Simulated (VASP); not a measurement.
A run of VASP 6.6.1 is set up as follows.

INCAR

```
PREC     = Accurate       # precision mode
ENCUT    = 520            # plane-wave cutoff, eV
EDIFF    = 1E-7           # SCF threshold, eV
ISMEAR   = -1             # smearing method
SIGMA    = 0.05           # smearing width, eV
LREAL    = Auto         
LASPH    = T              # aspherical terms in the spheres
NELM     = 80             # most SCF steps
ALGO     = Normal         # electronic algorithm
ISIF     = 2              # what is computed and relaxed
LWAVE    = F              # write WAVECAR
LCHARG   = F              # write CHGCAR
GGA      = RP             # functional
IVDW     = 12             # dispersion correction
NBANDS   = 46             # bands
```

File KPOINTS:

```
Automatic mesh
0
Gamma
  2 2 2
  0.5 0.5 0.5
```

The input POSCAR:

```
Al8SiP7H
1.0
    0.0000000000      5.4700000000      5.4700000000
    5.4700000000      0.0000000000      5.4700000000
    5.4700000000      5.4700000000      0.0000000000
Al P Si H
8 7 1 1
Direct
    0.0036300000      0.0016840000      0.9948550000
    0.5000680000      0.5036250000      0.5005050000
    0.9902910000      0.0096810000      0.5029990000
    0.4886430000      0.4894960000      0.0346770000
    0.0052600000      0.4990570000      0.9974640000
    0.5071360000      0.9960570000      0.4990470000
    0.5003400000      0.9967940000      0.0029820000
    0.9971890000      0.4989270000      0.5009280000
    0.1300090000      0.1254440000      0.1205860000
    0.1219780000      0.1220360000      0.6267980000
    0.6220660000      0.6270070000      0.1254410000
    0.1177740000      0.6212390000      0.1340020000
    0.6277370000      0.1252500000      0.6232120000
    0.6196810000      0.1241080000      0.1309470000
    0.1254600000      0.6244790000      0.6238670000
    0.6325760000      0.6393770000      0.5879720000
    0.5570500000      0.5670740000      0.8138780000
```

Potentials or basis: VASP PAW PBE potentials, release 64 (Al, P, Si, H).

Launch:

```bash
$ cat potpaw_PBE.64/Al/POTCAR potpaw_PBE.64/P/POTCAR potpaw_PBE.64/Si/POTCAR potpaw_PBE.64/H/POTCAR > POTCAR
$ mpirun -np 1 vasp_std > vasp.out
```

Task: Predict the largest force.

Result: 4.104 eV/Å.

Task: Predict the pressure.

Result: -2.9 GPa.

Task: What does it give for the band gap on the k mesh?

Result: 1.68 eV.

Stress tensor (GPa, compression positive):
```
-2.95  1.38 -0.24
 1.38 -2.94 -0.66
-0.24 -0.66 -2.81
```

Caveat: the PAW data sets were made with another functional, which shifts forces and pressure a little.
